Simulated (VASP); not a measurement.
Runs of VASP 6.6.1 on ZnO. The structure is that of space group P6_3mc (No. 186), or close to it. The cells are those of the table. 

| task | cell | cutoff (eV) | gap on the mesh (eV) | pressure (GPa) |
| --- | --- | --- | --- | --- |
| single point | a = 3.213, b = 3.213, c = 5.185 Å, angles 90.0, 90.0, 120.0°, 4 atoms | 520 | 0.82 | 10.3 |
| relaxation of shape and atoms at fixed volume | relaxed from a = 3.246, b = 3.246, c = 5.240 Å, angles 90.0, 90.0, 120.0°, 4 atoms | 600 | 0.77 | 5.1 |
| relaxation of shape and atoms at fixed volume | relaxed from a = 3.344, b = 3.344, c = 5.397 Å, angles 90.0, 90.0, 120.0°, 4 atoms | 600 | 0.64 | -6.1 |
| single point | a = 3.312, b = 3.312, c = 5.346 Å, angles 90.0, 90.0, 120.0°, 4 atoms | 520 | (a) | (b) |
| relaxation of shape and atoms at fixed volume | relaxed from a = 3.178, b = 3.178, c = 5.130 Å, angles 90.0, 90.0, 120.0°, 4 atoms | 600 | 0.87 | 16.2 |

Alike in all rows: level PBE; potentials or basis VASP PAW PBE potentials, release 64 (Zn, O); no spin polarisation; k mesh 12 × 12 × 6; smearing gaussian 0.02 eV.

Question: Fill in the values left out.

Answer: (a) 0.68; (b) -2.8.

Caveats: the relaxation stopped at its first step, so nothing moved (some runs).

